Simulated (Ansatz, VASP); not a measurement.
# Two plane-wave programs on Pd

```xyz
4
Lattice="2.9507 0.0000 0.0000 -1.4754 2.5554 0.0000 0.0000 0.0000 9.7481" Properties=species:S:1:pos:R:3 pbc="T T T"
Pd    0.0000    0.0000    0.0000
Pd    2.9507    0.0000    4.8741
Pd    0.0000    1.7036    2.4370
Pd    1.4754    0.8518    7.3111
```

Alike in both runs: task single point; functional BLYP; k mesh 14 × 14 × 4; occupations fermi-dirac, width 0.1 eV; no spin polarisation.

```csv
,VASP,Ansatz
version,VASP 6.6.1,Ansatz 0.2.0
potentials or method,"VASP PAW PBE potentials, release 64 (Pd), cutoff 520 eV","plane waves (420 eV) with PAW, scalar-relativistic"
valence electrons in the cell,40,72
```

|  | VASP | Ansatz | Ansatz less VASP |
| --- | --- | --- | --- |
| pressure (GPa) | -10.7 | -10.8 | -0.19 |
| traceless stress, the component that is largest in VASP (GPa) | -0.16 | -0.14 | +0.022 |

VASP's potentials were made for PBE, not for BLYP. The functional is the same, so the differences come from potentials, cutoffs and numerics. VASP's potentials hold 40 valence electrons a cell and Ansatz's 72, so a difference there can come from the potentials and not from the codes.
